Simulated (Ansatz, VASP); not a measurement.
## AlNi3: VASP beside Ansatz

```xyz
4
Lattice="3.5231 0.0000 0.0000 0.0000 3.5231 0.0000 0.0000 0.0000 3.5231" Properties=species:S:1:pos:R:3 pbc="T T T"
Ni    1.7615    1.7615    0.0000
Ni    1.7615    0.0000    1.7615
Ni    0.0000    1.7615    1.7615
Al    0.0000    0.0000    0.0000
```

Alike in both runs: task relaxation of cell and atoms; functional RPBE; k mesh 8 × 8 × 8; occupations fermi-dirac, width 0.05 eV; collinear spin.

|  | VASP | Ansatz |
| --- | --- | --- |
| version | VASP 6.6.1 | Ansatz 0.2.0 |
| potentials or method | VASP PAW PBE potentials, release 64 (Ni, Al) | Ansatz PAW |
| plane-wave cutoff (eV) | 600 | 420 |
| valence electrons in the cell | 33 | 57 |

|  | VASP | Ansatz | Ansatz less VASP |
| --- | --- | --- | --- |
| gap on the k mesh at the Fermi level, each at its own relaxed structure (eV) | none | none | - |
| net moment per atom (μB) | 0.18 | 0.19 | +0.007 |
| size of the moment on the site where the two differ most (μB) | 0.26 | 0.28 | +0.022 |
| relaxed volume (Å³/atom) | 11.66 | 11.65 | -0.010 |
| relaxed cell length with the largest relative difference (Å) | 3.599 | 3.598 | -0.0010 |

VASP's potentials were made for PBE, not for RPBE. Site moments also hang on the region over which each program counts them. A gap of «none» marks a metal or a gap that the smearing closes. VASP's potentials hold 33 valence electrons a cell and Ansatz's 57, so a difference there can come from the potentials and not from the codes.

Noted on Ansatz's run: the plane-wave basis is chosen anew once the cell has moved, so the energies of steps on either side of that aren't comparable.
